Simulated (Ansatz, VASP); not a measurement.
## One calculation of Cd, two programs

INCAR

```
PREC     = Accurate       # precision mode
ENCUT    = 520            # plane-wave cutoff, eV
EDIFF    = 1E-6           # SCF threshold, eV
ISMEAR   = 0              # smearing method
SIGMA    = 0.15           # smearing width, eV
LREAL    = F              # projectors in reciprocal space
LASPH    = T              # aspherical terms in the spheres
NELM     = 100            # most SCF steps
ALGO     = Fast           # electronic algorithm
ISIF     = 2              # what is computed and relaxed
LWAVE    = F              # write WAVECAR
LCHARG   = F              # write CHGCAR
GGA      = PE             # functional
NBANDS   = 12             # bands
```

Contents of KPOINTS:

```
regular mesh
0
Gamma
  18 18 18
```

Contents of POSCAR:

```
Cd
1.0
    0.0000000000      2.2241732545      2.2541534960
    2.1939675977      0.0000000000      2.2541534960
    2.1939675977      2.2241732545      0.0000000000
Cd
1
Direct
    0.0000000000      0.0000000000      0.0000000000
```

Input for Ansatz:

```yaml
crystal:
  lattice:
    - [0.0, 2.2241732545, 2.254153496]
    - [2.1939675977, 0.0, 2.254153496]
    - [2.1939675977, 2.2241732545, 0.0]
  atoms:
    - { symbol: Cd, position: [0.0, 0.0, 0.0] }
basis:
  ecutwfc: 420
kpoints:
  mp_grid: { grid: [18, 18, 18] }
hamiltonian:
  xc: pbe
scf:
  occupations: { method: gaussian, width: 0.15 }
output:
  forces: true
  stress: true
  eigenvalues: true
```

Change from the starting cell: normal strain along x -0.0267, normal strain along y -0.0133.

Alike in both runs: task single point; functional PBE; k mesh 18 × 18 × 18; occupations gaussian, width 0.15 eV; no spin polarisation.

|  | VASP | Ansatz |
| --- | --- | --- |
| version | VASP 6.6.1 | Ansatz 0.2.0 |
| potentials or method | VASP PAW PBE potentials, release 64 (Cd), cutoff 520 eV | scalar-relativistic, plane waves, PAW |
| valence electrons in the cell | 12 | 20 |

Ansatz gave:

- gap on the k mesh at the Fermi level (eV): none
- pressure (GPa): 1.8
- traceless stress, the component that is largest in VASP (GPa): -0.44

**Question.** Estimate VASP's values.

**Answer.** gap on the k mesh at the Fermi level (eV): none; pressure (GPa): 2.1; traceless stress, the component that is largest in VASP (GPa): -0.44.

A gap of «none» marks a metal or a gap that the smearing closes. The functional is the same, so the differences come from potentials, cutoffs and numerics. VASP's potentials hold 12 valence electrons a cell and Ansatz's 20, so a difference there can come from the potentials and not from the codes.
